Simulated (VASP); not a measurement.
Write the native input for VASP 6.6.1 that does the following.

* Task: relaxation of cell and atoms
* Functional: PBE
* Potentials or basis: VASP PAW PBE potentials, release 64 (Si, C)
* Cutoff: 600 eV
* k mesh: 8 × 8 × 2
* Occupations: gaussian, width 0.01 eV
* Spin: no spin polarisation
* Dipole correction: no
* Further INCAR settings: ALGO = Normal; EDIFF = 1e-07; IBRION = 2; EDIFFG = -0.002; NSW = 80; ISIF = 3

The structure of SiC lies in POSCAR:

```
SiC
1.0
    1.5389000000     -2.6675000000      0.0000000000
    1.5389000000      2.6675000000      0.0000000000
    0.0000000000      0.0000000000     15.1219000000
Si C
6 6
Direct
    0.1673000000      0.8327000000      0.8580000000
    0.8327000000      0.1673000000      0.3580000000
    0.5007000000      0.4993000000      0.5241000000
    0.4993000000      0.5007000000      0.0241000000
    0.8357000000      0.1643000000      0.6912400000
    0.1643000000      0.8357000000      0.1912400000
    0.4960000000      0.5040000000      0.6503000000
    0.5040000000      0.4960000000      0.1503000000
    0.1600000000      0.8400000000      0.9817000000
    0.8400000000      0.1600000000      0.4817000000
    0.8290000000      0.1710000000      0.8168000000
    0.1710000000      0.8290000000      0.3168000000
```

These files were run (other wordings do the same):

INCAR

```
ALGO = Normal
EDIFF = 1E-7
EDIFFG = -0.002
ENCUT = 600
GGA = PE
IBRION = 2
ISIF = 3
ISMEAR = 0
LASPH = T
LCHARG = F
LREAL = F
LWAVE = F
NELM = 100
NSW = 80
PREC = Accurate
SIGMA = 0.01
```

KPOINTS

```
k-points
0
Gamma
  8 8 2
```

Potentials or basis: VASP PAW PBE potentials, release 64 (Si, C).

Command:

```console
$ cat potpaw_PBE.64/Si/POTCAR potpaw_PBE.64/C/POTCAR > POTCAR
$ mpirun -np 1 vasp_std > vasp.out
```

Results of the run:

| Quantity | Value |
| --- | --- |
| Relaxed volume | 10.49 Å³/atom |
| Relaxed cell | a = 3.094 Å, b = 3.094 Å, c = 15.182 Å, α = 90.00°, β = 90.00°, γ = 120.00° |
| Space group after relaxing (to 0.1 Å) | P6_3mc (No. 186) |
| Energy gained by relaxing | 7.0 meV/atom |
| Ionic steps | 23 |
| Pressure after relaxing | 0.0 GPa |
| Band gap on the k mesh | 2.03 eV (least direct gap 3.12 eV) |

Run time: 35 min on 1 thread of Intel(R) Xeon(R) Platinum 8259CL CPU @ 2.50GHz (Skylake/Cascade Lake), with other jobs on the host, peak memory 0.4 GiB.
